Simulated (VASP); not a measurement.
Input of a VASP 6.6.1 run:

The input INCAR:

```
SYSTEM = Al2GaP3
  PREC = Accurate
  ENCUT = 600
  EDIFF = 1E-6
  ISMEAR = 0
  SIGMA = 0.1
  LREAL = .False.
  LASPH = .True.
  NELM = 80
  ALGO = Normal
  ISIF = 3
  LWAVE = .False.
  LCHARG = .False.
  GGA = PE
  IBRION = 2
  NSW = 90
  EDIFFG = -0.04
```

The input KPOINTS:

```
regular mesh
0
Gamma
  6 6 2
  0 0 0
```

File POSCAR:

```
Al2GaP3
1.0
    3.4052492400      0.0000000000      0.0000000000
    0.0000000000      3.4052492400      0.0000000000
    0.0000000000      0.0000000000      9.8286294600
Al Ga P
2 1 3
Direct
    0.0000000000      0.0000000000      0.9999432600
    0.5000000000      0.5000000000      0.5015775000
    0.5000000000      0.5000000000      0.1713354600
    0.0000000000      0.0000000000      0.6746923900
    0.0000000000      0.0000000000      0.3274696500
    0.5000000000      0.5000000000      0.8249817500
```

Potentials or basis: VASP PAW PBE potentials, release 64 (Al, Ga_d, P).

Command:

```console
$ cat potpaw_PBE.64/Al/POTCAR potpaw_PBE.64/Ga_d/POTCAR potpaw_PBE.64/P/POTCAR > POTCAR
$ mpirun -np 1 vasp_std > vasp.out
```

**Question.** What does it give for the relaxed volume?

**Answer.** 17.08 Å³/atom.

**Question.** Predict the space group after relaxing (to 0.1 Å).

**Answer.** P4mm (No. 99).

**Question.** Estimate the relaxed cell.

**Answer.** a = 3.604 Å, b = 3.604 Å, c = 7.887 Å, α = 90.00°, β = 90.00°, γ = 90.00°.

Forces on the atoms (eV/Å):
```
Al   0.000  0.000 -0.012
Al   0.000  0.000  0.027
Ga   0.000  0.000 -0.010
P    0.000  0.000  0.009
P    0.000  0.000 -0.007
P    0.000  0.000 -0.007
```

Caveat: a cell axis changed by over 15 % at a fixed basis, so the end point is rough.
